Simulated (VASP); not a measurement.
AlNi3, 4 atoms in the cell. Symmetry: Fm-3m, No. 225, cubic system. Conventional cell: a = 5.644 Å, b = 5.644 Å, c = 5.644 Å, α = 90.00°, β = 90.00°, γ = 90.00°. Within 3.2 Å of Al (site symmetry m-3m) lie 14 Ni at 2.44 to 2.82 Å. Ni (site symmetry -43m) has 4 Al at 2.44 Å and 10 Ni at 2.44 to 2.82 Å within 3.2 Å. Ni (site symmetry m-3m) has 8 Ni at 2.44 Å and 6 Al at 2.82 Å within 3.2 Å. 

```yaml
Program: VASP 6.6.1
Task: single point
Functional: LDA
Potentials_or_basis: VASP PAW LDA potentials, release 64 (Al, Ni)
Cutoff: 520 eV
k_mesh: 14 × 14 × 14
Occupations: gaussian, width 0.15 eV
Spin: collinear spin, ferromagnetic start
Starting_moments: "[0.0, 0.875, 0.875, 0.875] μB"
Fixed_moment: 2.625 μB
Dipole_correction: no
Further_INCAR_settings: ALGO = Normal; EDIFF = 1e-07; NBANDS = 28
```

Potentials or basis: VASP PAW LDA potentials, release 64 (Al, Ni).

Run with:

```bash
$ cat potpaw_LDA.64/Al/POTCAR potpaw_LDA.64/Ni/POTCAR > POTCAR
$ mpirun -np 1 vasp_std > vasp.out
```

Hardware: 1 thread of Intel(R) Xeon(R) Platinum 8259CL CPU @ 2.50GHz (Skylake/Cascade Lake), with other jobs on the host.

**Question.** How long does it take, and how much memory?

**Answer.** Run time: 5.3 min on 1 thread of Intel(R) Xeon(R) Platinum 8259CL CPU @ 2.50GHz (Skylake/Cascade Lake), with other jobs on the host, peak memory 0.28 GiB. Counts: scf iterations 16, k points 104.
